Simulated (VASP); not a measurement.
# Hg2O (P-4m2) in VASP: a series of runs

Hg2O is run at these levels: PBE; tasks: single point, relaxation of cell and atoms.

Program: VASP 6.6.1. These are calculated values, not measurements. Logs are shortened: lines on timing, memory, paths and dates and some standing lists are left out, and cuts for length are marked.

## (1) The cell of the first run

The structure is tetragonal, space group P-4m2 (No. 115). The conventional cell has a = 3.470 Å, b = 3.470 Å, c = 4.820 Å, α = 90.00°, β = 90.00°, γ = 90.00°. Within 3.1 Å of Hg (site symmetry 2mm) lie 2 O at 2.30 Å and 4 Hg at 3.04 Å. O (site symmetry -4m2) has 4 Hg at 2.30 Å within 3.0 Å.

## (2) Single point, PBE (atoms taken out)

Contents of INCAR:

```
PREC     = Accurate       # precision mode
ENCUT    = 520            # plane-wave cutoff, eV
EDIFF    = 1E-7           # SCF threshold, eV
ISMEAR   = 0              # smearing method
SIGMA    = 0.1            # smearing width, eV
LREAL    = F              # projectors in reciprocal space
LASPH    = T              # aspherical terms in the spheres
NELM     = 80             # most SCF steps
ALGO     = Normal         # electronic algorithm
ISIF     = 2              # what is computed and relaxed
LWAVE    = F              # write WAVECAR
LCHARG   = F              # write CHGCAR
GGA      = PE             # functional
NBANDS   = 22             # bands
```

Contents of KPOINTS:

```
regular mesh
0
Gamma
  14 14 10
```

Contents of POSCAR:

```
Hg2O
1.0
    3.4696957255      0.0000000000      0.0000000000
    0.0000000000      3.4696957255      0.0000000000
    0.0000000000      0.0000000000      4.8201873076
Hg O
2 1
Direct
    0.5000000000      0.0000000000      0.6857290692
    0.0000000000      0.5000000000      0.3142709308
    0.0000000000      0.0000000000      0.0000000000
```

Potentials or basis: VASP PAW PBE potentials, release 64 (Hg, O).

Command:

```bash
cat potpaw_PBE.64/Hg/POTCAR potpaw_PBE.64/O/POTCAR > POTCAR
mpirun -np 1 vasp_std > vasp.out
```

OUTCAR:

```text
PREC = Accurate
   ENCUT = 520
   EDIFF = 1E-7
   ISMEAR = 0
   LREAL = F
   LASPH = T
   NELM = 80
   ISIF = 2
   GGA = PE

 ion  position               nearest neighbor table
   1  0.500  0.000  0.686-   3 2.30   3 2.30   2 3.04   2 3.04   2 3.04   2 3.04
   2  0.000  0.500  0.314-   3 2.30   3 2.30   1 3.04   1 3.04   1 3.04   1 3.04
   3  0.000  0.000  0.000-   1 2.30   2 2.30   2 2.30   1 2.30

  LATTYP: Found a simple tetragonal cell.
 ALAT       =     3.4696957255
 C/A-ratio  =     1.3892247877

  Lattice vectors:

 A1 = (   3.4696957255,   0.0000000000,   0.0000000000)
 A2 = (   0.0000000000,   3.4696957255,   0.0000000000)
 A3 = (   0.0000000000,   0.0000000000,   4.8201873076)

Analysis of symmetry for initial positions (statically):
=====================================================================
 Subroutine PRICEL returns:
 Original cell was already a primitive cell.

 Routine SETGRP: Setting up the symmetry group for a
 simple tetragonal supercell.

 Subroutine GETGRP returns: Found  8 space group operations
 (whereof  8 operations were pure point group operations)
 out of a pool of 16 trial point group operations.

The static configuration has the point symmetry D_2d.

Analysis of symmetry for dynamics (positions and initial velocities):
=====================================================================
 Subroutine PRICEL returns:
 Original cell was already a primitive cell.

 Routine SETGRP: Setting up the symmetry group for a
 simple tetragonal supercell.

 Subroutine GETGRP returns: Found  8 space group operations
 (whereof  8 operations were pure point group operations)
 out of a pool of 16 trial point group operations.

The dynamic configuration has the point symmetry D_2d.

 Subroutine INISYM returns: Found  8 space group operations
 (whereof  8 operations are pure point group operations),
 and found     1 'primitive' translations

----------------------------------------------------------------------------------------

                                     Primitive cell

  volume of cell :      58.0292

  direct lattice vectors                    reciprocal lattice vectors
     3.469695725  0.000000000  0.000000000     0.288209710  0.000000000  0.000000000
     0.000000000  3.469695725  0.000000000     0.000000000  0.288209710  0.000000000
     0.000000000  0.000000000  4.820187308     0.000000000  0.000000000  0.207460818

  length of vectors
     3.469695725  3.469695725  4.820187308     0.288209710  0.288209710  0.207460818

  position of ions in fractional coordinates (direct lattice)
     0.500000000  0.000000000  0.685729069
     0.000000000  0.500000000  0.314270931
     0.000000000  0.000000000  0.000000000

  ion indices of the primitive-cell ions
   primitive index   ion index
                 1           1
                 2           2
                 3           3

----------------------------------------------------------------------------------------

 KPOINTS: regular mesh

Automatic generation of k-mesh.
 Grid dimensions read from file:
 generate k-points for:   14   14   10

 Generating k-lattice:

  Cartesian coordinates                     Fractional coordinates (reciprocal lattice)
     0.020586408  0.000000000  0.000000000     0.071428571  0.000000000  0.000000000
     0.000000000  0.020586408  0.000000000     0.000000000  0.071428571  0.000000000
     0.000000000  0.000000000  0.020746082     0.000000000  0.000000000  0.100000000

  Length of vectors
     0.020586408  0.020586408  0.020746082

  Shift w.r.t. Gamma in fractional coordinates (k-lattice)
     0.000000000  0.000000000  0.000000000

 Subroutine IBZKPT returns following result:
 ===========================================

 Found    216 irreducible k-points:

 Following reciprocal coordinates:
            Coordinates               Weight
  0.000000  0.000000  0.000000      1.000000
  0.071429  0.000000  0.000000      4.000000
  0.142857  0.000000  0.000000      4.000000
  0.214286  0.000000  0.000000      4.000000
  0.285714  0.000000  0.000000      4.000000
  0.357143  0.000000  0.000000      4.000000
[... 16 lines left out ...]
  0.285714  0.214286  0.000000      8.000000
  0.357143  0.214286  0.000000      8.000000
 [... further k-points ...]
   k-points           NKPTS =    216   k-points in BZ     NKDIM =    216   number of bands    NBANDS=     22
   number of dos      NEDOS =    301   number of ions     NIONS =      3
   total plane-waves  NPLWV =  28224
   dimension x,y,z NGX =    28 NGY =   28 NGZ =   36
   dimension x,y,z NGXF=    56 NGYF=   56 NGZF=   72
   ions per type =               2   1
   NGX,Y,Z   is equivalent  to a cutoff of  13.42, 13.42, 12.42 a.u.
   NGXF,Y,Z  is equivalent  to a cutoff of  26.83, 26.83, 24.83 a.u.
 SYSTEM =  unknown system
   PREC   = accura    normal or accurate (medium, high low for compatibility)
   ISTART =      0    job   : 0-new  1-cont  2-samecut
   ICHARG =      2    charge: 1-file 2-atom 10-const
   ISPIN  =      1    spin polarized calculation?
   LNONCOLLINEAR =      F non collinear calculations
   LSORBIT =      F    spin-orbit coupling
   LASPH  =      T    aspherical Exc in radial PAW
   ENCUT  =  520.0 eV  38.22 Ry    6.18 a.u.   6.45  6.45  8.96*2*pi/ulx,y,z
   NELM   =     80;   NELMIN=  2; NELMDL= -5     # of ELM steps
   EDIFF  = 0.1E-06   stopping-criterion for ELM
   LREAL  =      F    real-space projection
   EDIFFG = 0.1E-05   stopping-criterion for IOM
   NSW    =      0    number of steps for IOM
   IBRION =     -1    ionic relax: 0-MD 1-quasi-New 2-CG
   NFREE  =      0    steps in history (QN), initial steepest desc. (CG)
   ISIF   =      2    stress and relaxation
   ISYM   =      2    0-nonsym 1-usesym 2-fastsym
   POTIM  = 0.5000    time-step for ionic-motion
   TEBEG  =    0.0;   TEEND  =   0.0 temperature during run
   PSTRESS=    0.0 pullay stress
   NELECT =      30.0000    total number of electrons
   NUPDOWN=      -1.0000    fix difference up-down
   EMIN   =  10.00;   EMAX   =-10.00  energy-range for DOS
   EFERMI =   0.00;   METHOD = LEGACY
   ISMEAR =     0;   SIGMA  =   0.10  broadening in eV -4-tet -1-fermi 0-gaus
   EFERMI_NEDOS =   21; number of points for ismear=-14 and -15
   IALGO  =     38    algorithm
   IMIX   =      4    mixing-type and parameters
     AMIX     =   0.40;   BMIX     =  1.00
     AMIX_MAG =   1.60;   BMIX_MAG =  1.00
  volume/ion in A,a.u.               =      19.34       130.53
  Fermi-wavevector in a.u.,A,eV,Ry     =   1.313912  2.482934 23.488626  1.726365
  Thomas-Fermi vector in A             =   2.444202
   LORBIT       =      0    0 simple, 1 ext, 2 COOP (PROOUT), +10 PAW based schemes
   GGA     = PE    functional components
   LHFCALC =     F    Hartree Fock is set to
   AEXX    =    0.0000 exact exchange contribution
   IVDW    =     0    specifies the selected vdW correction
   LEPSILON=     F    determine dielectric tensor
   LRPA    =     F    only Hartree local field effects (RPA)
 non-spin polarized calculation
 Gauss-broadening in eV      SIGMA  =   0.10
  energy-cutoff  :      520.00
  volume of cell :       58.03
 maximum number of plane-waves:      1598
 NGX is ok and might be reduce to    28
   NGX = 13   NGY = 13   NGZ = 17

 number of electron      29.9999986 magnetization

 Free energy of the ion-electron system (eV)
  ---------------------------------------------------
  ext. energy  EPLUGINS =         0.00000000
  ---------------------------------------------------
  free energy    TOTEN  =        -5.50202930 eV

  energy without entropy =       -5.49958713  energy(sigma->0) =       -5.50080822

 E-fermi :   1.9480     XC(G=0): -10.5144

 val. band max:        1.9319551944   @ k =   0.5000   0.2857   0.1000
 cond. band min:       1.9676665382   @ k =   0.5000   0.3571   0.1000
 fundamental gap:      0.0357113437
 Fermi energy:         1.9479633556

 k-point     1 :       0.0000    0.0000    0.0000
  band No.  band energies     occupation
      1     -15.5915      2.00000
      2      -5.5132      2.00000
      3      -5.4299      2.00000
      4      -5.0496      2.00000
      5      -5.0496      2.00000
      6      -4.7422      2.00000
[... 14 lines left out ...]
     21      14.4968      0.00000
     22      15.2601      0.00000

 k-point     2 :       0.0714    0.0000    0.0000
  band No.  band energies     occupation
      1     -15.5837      2.00000
      2      -5.4799      2.00000
      3      -5.4420      2.00000
      4      -5.0580      2.00000
      5      -5.0397      2.00000
      6      -4.7403      2.00000
[... 14 lines left out ...]
     21      14.6067      0.00000
     22      14.8066      0.00000

 k-point     3 :       0.1429    0.0000    0.0000
  band No.  band energies     occupation
      1     -15.5619      2.00000
      2      -5.5103      2.00000
      3      -5.3850      2.00000
      4      -5.0118      2.00000
      5      -4.9982      2.00000
      6      -4.7497      2.00000
[... 14 lines left out ...]
     21      13.4556      0.00000
     22      14.8469      0.00000

 k-point     4 :       0.2143    0.0000    0.0000
  band No.  band energies     occupation
      1     -15.5304      2.00000
      2      -5.6043      2.00000
      3      -5.2717      2.00000
      4      -4.9704      2.00000
      5      -4.8503      2.00000
      6      -4.7496      2.00000
[... 14 lines left out ...]
     21      13.2693      0.00000
     22      14.2582      0.00000

 k-point     5 :       0.2857    0.0000    0.0000
  band No.  band energies     occupation
      1     -15.4953      2.00000
      2      -5.6757      2.00000
      3      -5.2046      2.00000
      4      -4.9234      2.00000
      5      -4.7348      2.00000
      6      -4.6700      2.00000
[... 417 lines left out ...]
 k-point    22 :       0.2143    0.2143    0.0000
  band No.  band energies     occupation
      1     -15.4753      2.00000
      2      -5.3836      2.00000
      3      -5.2814      2.00000
      4      -5.0103      2.00000
      5      -4.8455      2.00000
      6      -4.7606      2.00000
[... 14 lines left out ...]
     21      13.5198      0.00000
     22      14.2718      0.00000

 k-point    23 :       0.2857    0.2143    0.0000
  band No.  band energies     occupation
      1     -15.4438      2.00000
      2      -5.4409      2.00000
      3      -5.1528      2.00000
      4      -4.9799      2.00000
      5      -4.9078      2.00000
      6      -4.8214      2.00000
[... 14 lines left out ...]
     21      13.1514      0.00000
     22      13.6664      0.00000

 k-point    24 :       0.3571    0.2143    0.0000
  band No.  band energies     occupation
      1     -15.4154      2.00000
      2      -5.4648      2.00000
      3      -5.1271      2.00000
      4      -4.9973      2.00000
      5      -4.9224      2.00000
      6      -4.8603      2.00000
[... 14 lines left out ...]
     21      12.5086      0.00000
     22      13.1775      0.00000

 [... further k-points ...]

------------------------ aborting loop because EDIFF is reached ----------------------------------------

  FORCE on cell =-STRESS in cart. coord.  units (eV):
  Direction    XX          YY          ZZ          XY          YZ          ZX
  --------------------------------------------------------------------------------------
  -------------------------------------------------------------------------------------
  Total        0.2615083      0.2615083      0.3044224      0.0000000      0.0000000     -0.0000000
  in kB        7.2202026      7.2202026      8.4050525      0.0000000      0.0000000     -0.0000000
  external PRESSURE =       7.6151526 kB  Pullay stress =       0.0000000 kB

 VOLUME and BASIS-vectors are now :
 -----------------------------------------------------------------------------
  energy-cutoff  :      520.00
  volume of cell :       58.03
      direct lattice vectors                 reciprocal lattice vectors
     3.469695725  0.000000000  0.000000000     0.288209710  0.000000000  0.000000000
     0.000000000  3.469695725  0.000000000     0.000000000  0.288209710  0.000000000
     0.000000000  0.000000000  4.820187308     0.000000000  0.000000000  0.207460818

 POSITION                                       TOTAL-FORCE (eV/Angst)
 -----------------------------------------------------------------------------------
      1.73485      0.00000      3.30534         0.000000      0.000000     -0.044099
      0.00000      1.73485      1.51484        -0.000000      0.000000      0.044099
      0.00000      0.00000      0.00000        -0.000000      0.000000     -0.000000
 -----------------------------------------------------------------------------------
    total drift:                               -0.000000      0.000000     -0.000000

  FREE ENERGIE OF THE ION-ELECTRON SYSTEM (eV)
  ---------------------------------------------------
  free  energy   TOTEN  =        -5.5020293003 eV

  energy  without entropy=       -5.4995871315  energy(sigma->0) =       -5.50080822
```

It took 2.1 min on 1 thread of Intel Xeon Platinum 8488C (Sapphire Rapids), shared host; peak memory 0.35 GiB.

Results:

```yaml
Free_energy: -5.5020 eV
Pressure: 0.8 GPa
Largest_force: 0.044 eV/Å
Band_gap_on_the_k_mesh: zero (bands 15 and 16 overlap by 2.08 eV)
```

Forces on the atoms (eV/Å):
```
Hg   0.000  0.000 -0.044
Hg   0.000  0.000  0.044
O    0.000  0.000  0.000
```

Stress tensor (GPa, compression positive):
```
0.72 0.00 0.00
0.00 0.72 0.00
0.00 0.00 0.84
```

Caveat: the cell differs from its parent crystal (atoms taken out); spin-orbit coupling is left out, which moves the levels of the heavy elements.

## (3) Relaxation of cell and atoms, PBE (atoms taken out)

Contents of INCAR:

```
SYSTEM = Hg2O
PREC = Accurate
ENCUT = 600
EDIFF = 1E-6
ISMEAR = 0
SIGMA = 0.1
LREAL = .FALSE.
LASPH = .TRUE.
NELM = 80
ALGO = Normal
ISIF = 3
LWAVE = .FALSE.
LCHARG = .FALSE.
GGA = PE
IBRION = 2
NSW = 100
EDIFFG = -0.01
```

Contents of KPOINTS:

```
Automatic mesh
0
G
  14 14 10
  0 0 0
```

Contents of POSCAR:

```
Hg2O
1.0
    3.4466450389      0.0000000000      0.0000000000
    0.0000000000      3.4466450389      0.0000000000
    0.0000000000      0.0000000000      4.8681227254
Hg O
2 1
Direct
    0.5000000000      0.0000000000      0.6863504622
    0.0000000000      0.5000000000      0.3136495378
    0.0000000000      0.0000000000      0.0000000000
```

Potentials or basis: VASP PAW PBE potentials, release 64 (Hg, O).

Command:

```bash
cat potpaw_PBE.64/Hg/POTCAR potpaw_PBE.64/O/POTCAR > POTCAR
mpirun -np 1 vasp_std > vasp.out
```

It took 9 min on 1 thread of Intel Xeon Platinum 8488C (Sapphire Rapids), shared host; peak memory 0.39 GiB.

It converged, with:

```yaml
Free_energy: -5.5052 eV
Relaxed_volume: 19.56 Å³/atom
Relaxed_cell: a = 3.487 Å, b = 3.487 Å, c = 4.828 Å, α = 90.00°, β = 90.00°, γ = 90.00°
Space_group_after_relaxing_to_0.1_Å: P-4m2 (No. 115)
Energy_gained_by_relaxing: 1.1 meV/atom
Ionic_steps: 9
Pressure_after_relaxing: 0.0 GPa
Largest_force_after_relaxing: 0.005 eV/Å
Band_gap_on_the_k_mesh: zero (bands 15 and 16 overlap by 2.03 eV)
```

Forces in eV/Å, atoms in the order of the input:
```
Hg   0.000  0.000  0.005
Hg   0.000  0.000 -0.005
O    0.000  0.000  0.000
```

Step by step:
```
step  energy change (eV)  largest force (eV/Å)  pressure (GPa)  volume (Å³)
   1              0.0000                0.0398            0.91        57.83
   2             -0.0020                0.0320           -0.28        58.75
   3             -0.0021                0.0167           -0.02        58.55
   4             -0.0021                0.0183           -0.03        58.56
   5             -0.0025                0.0031           -0.04        58.61
   6             -0.0031                0.0347           -0.02        58.72
   7             -0.0031                0.0374           -0.02        58.73
   8             -0.0032                0.0187           -0.04        58.71
   9             -0.0033                0.0048           -0.03        58.69
```

Final structure:
```
Hg O
1.0
     3.48680    0.00000    0.00000
     0.00000    3.48680    0.00000
     0.00000    0.00000    4.82762
Hg O
2 1
Direct
  0.50000 0.00000 0.68542
  0.00000 0.50000 0.31458
  0.00000 0.00000 0.00000
```

Levels at points of the mesh, in eV from the Fermi level:
```csv
k point,band 13,band 14,band 15,band 16,band 17,band 18
"(0.00, 0.00, 0.00)",-3.32,-1.64,-1.64,3.62,3.93,7.95
"(0.50, 0.00, 0.00)",-2.55,-1.86,-1.12,-0.14,4.05,6.88
"(0.50, 0.50, 0.00)",-3.18,-1.59,0.32,1.52,1.52,3.07
"(0.00, 0.00, 0.50)",-1.16,-1.16,-0.92,-0.66,7.40,7.40
"(0.50, 0.00, 0.50)",-3.81,-2.26,-1.26,1.10,3.65,3.98
"(0.50, 0.50, 0.50)",-3.46,-3.37,1.36,1.36,1.69,4.57
```

Caveat: the cell differs from its parent crystal (atoms taken out); spin-orbit coupling is left out, which moves the levels of the heavy elements.
